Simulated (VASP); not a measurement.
The system is Os.

```
Os
1.0
     2.56673    0.00000    0.00000
    -1.28337    2.22286    0.00000
     0.00000    0.00000    2.43466
Os
1
Direct
  0.00000 0.00000 0.00000
```

This cell differs from its parent crystal: volume scaled by 0.88.

Base run:

| Quantity | Value |
| --- | --- |
| Program | VASP 6.6.1 |
| Functional | PBE |
| Potentials or basis | VASP PAW PBE potentials, release 64 (Os) |
| Cutoff | 520 eV |
| k mesh | 16 × 16 × 15 |
| Occupations | fermi-dirac, width 0.05 eV |
| Spin | no spin polarisation |

Its results: band gap on the k mesh zero (band 4 reaches 13.70 eV, above the bottom of band 5 at 8.16 eV); pressure 53.8 GPa.

Q: The run is repeated on the same cell with these changes: potentials or basis from VASP PAW PBE potentials, release 64 (Os) to VASP PAW PBE potentials, release 64 (Os_sv_GW); cutoff from 520 eV to 500 eV; further incar settings from ALGO = Normal; EDIFF = 1e-06; NBANDS = 10 to ALGO = Normal; EDIFF = 1e-06; NBANDS = 14; valence electrons from 8 to 16. What comes out?

A: Band gap on the k mesh zero (band 8 reaches 18.01 eV, above the bottom of band 9 at 12.46 eV); pressure 50.6 GPa.

Caveats: spin-orbit coupling is left out, which moves the levels of the heavy elements.
